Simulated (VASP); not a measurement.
Wanted: the native input for a VASP 6.6.1 run.

| Quantity | Value |
| --- | --- |
| Task | single point |
| Functional | PBE |
| Potentials or basis | VASP PAW PBE potentials, release 64 (Ba_sv) |
| Cutoff | 520 eV |
| k mesh | 10 × 10 × 10 |
| Occupations | fermi-dirac, width 0.1 eV |
| Spin | no spin polarisation |
| Dipole correction | no |
| Further INCAR settings | ALGO = Normal; EDIFF = 1e-06; NBANDS = 11 |

The structure of Ba lies in POSCAR:

```
Ba
1.0
    0.0000000000      2.5565635104      2.5565635104
    2.5565635104      0.0000000000      2.5565635104
    2.5565635104      2.5565635104      0.0000000000
Ba
1
Direct
    0.0000000000      0.0000000000      0.0000000000
```

This cell differs from its parent crystal: volume scaled by 0.52.

One way to write it, as run:

INCAR

```
SYSTEM = Ba
PREC = Accurate
ENCUT = 520
EDIFF = 1E-6
ISMEAR = -1
SIGMA = 0.1
LREAL = .FALSE.
LASPH = .TRUE.
NELM = 80
ALGO = Normal
ISIF = 2
LWAVE = .FALSE.
LCHARG = .FALSE.
GGA = PE
NBANDS = 11
```

KPOINTS

```
Automatic mesh
0
G
  10 10 10
  0 0 0
```

Potentials or basis: VASP PAW PBE potentials, release 64 (Ba_sv).

The run is started by

```console
$ cat potpaw_PBE.64/Ba_sv/POTCAR > POTCAR
$ mpirun -np 1 vasp_std > vasp.out
```

Results of the run:

The pressure is 13.0 GPa. The band gap on the k mesh is zero (band 5 reaches 5.17 eV, above the bottom of band 6 at 3.22 eV).

Caveat: spin-orbit coupling is left out, which moves the levels of the heavy elements.

Wall time 7.6 s on 1 thread of Intel(R) Xeon(R) 6975P-C (Granite Rapids), with other jobs on the host, peak memory 0.16 GiB.
